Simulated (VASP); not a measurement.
A run of VASP 6.6.1 is set up as follows.

Contents of INCAR:

```
SYSTEM = PdCl
PREC     = Accurate       ! precision mode
ENCUT    = 520            ! plane-wave cutoff, eV
EDIFF    = 1E-6           ! SCF threshold, eV
ISMEAR   = -1             ! smearing method
SIGMA    = 0.08           ! smearing width, eV
LREAL    = .False.        ! projectors in reciprocal space
LASPH    = .True.         ! aspherical terms in the spheres
NELM     = 100            ! most SCF steps
ALGO     = Normal         ! electronic algorithm
ISIF     = 2              ! what is computed and relaxed
LWAVE    = .False.        ! write WAVECAR
LCHARG   = .False.        ! write CHGCAR
GGA      = PE             ! functional
NBANDS   = 16             ! bands
```

KPOINTS

```
regular mesh
0
Gamma
  15 15 15
  0 0 0
```

File POSCAR:

```
PdCl
1.0
    3.2475711628      0.0000000000      0.0000000000
    0.0000000000      3.2475711628      0.0000000000
    0.0000000000      0.0000000000      3.2475711628
Pd Cl
1 1
Direct
    0.0000000000      0.0000000000      0.0000000000
    0.5000000000      0.5000000000      0.5000000000
```

Potentials or basis: VASP PAW PBE potentials, release 64 (Pd, Cl).

Command:

```console
$ cat potpaw_PBE.64/Pd/POTCAR potpaw_PBE.64/Cl/POTCAR > POTCAR
$ mpirun -np 1 vasp_std > vasp.out
```

(1) Estimate the pressure.

Results:

(1) -0.1 GPa.

Caveat: an odd number of electrons without spin polarisation forces a metal; a magnetic or distorted state may lie lower.
